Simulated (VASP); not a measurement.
CrPb:

```
CELL_PARAMETERS angstrom
3.48585 0.00000 0.00000
0.00000 3.48585 0.00000
0.00000 0.00000 3.48585
ATOMIC_POSITIONS crystal
Cr 0.00000 0.00000 0.00000
Pb 0.50000 0.50000 0.50000
```

Program: VASP 6.6.1. Alike in all runs: task single point; level PBEsol; potentials or basis VASP PAW PBE potentials, release 64 (Cr_pv, Pb_d); spin collinear, ferrimagnetic start; cell as given; k mesh 12 × 12 × 12; cutoff (eV) 520; smearing gaussian 0.1 eV.

Task: Order these runs on this cell by their pressure, lowest first.
A. fixed moment (μB) 3.0
B. fixed moment (μB) 2.0
C. fixed moment (μB) 2.5
D. fixed moment (μB) 1.5

Result: D (-12.5 GPa), B (-11.0 GPa), C (-8.5 GPa), A (-5.5 GPa).

Caveats: the PAW data sets were made with another functional, which shifts forces and pressure a little; the total moment is fixed, so each spin has its own Fermi level.
